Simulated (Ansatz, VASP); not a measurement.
LiH: VASP beside Ansatz

```
Li H
1.0
     0.00000    2.03250    2.03250
     2.03250    0.00000    2.03250
     2.03250    2.03250    0.00000
Li H
1 1
Direct
  0.00000 0.00000 0.00000
  0.50000 0.50000 0.50000
```

Alike in both runs: task single point; functional PBE; k mesh 3 × 3 × 3; occupations fermi-dirac, width 0.03 eV; no spin polarisation.

```csv
,VASP,Ansatz
version,VASP 6.6.1,Ansatz 0.2.0
potentials or method,"VASP PAW PBE potentials, release 64 (Li_sv, H), cutoff 520 eV","all-electron LAPW, scalar-relativistic"
```

```tsv
	VASP	Ansatz	Ansatz less VASP
gap on the k mesh at the Fermi level (eV)	6.03	6.03	+0.002
```

Ansatz ran all-electron here, and VASP with PAW potentials.

The k mesh is coarse, so the values compare programs but aren't converged. Noted on VASP's run: the cutoff is short for stress, so the pressure is rough.
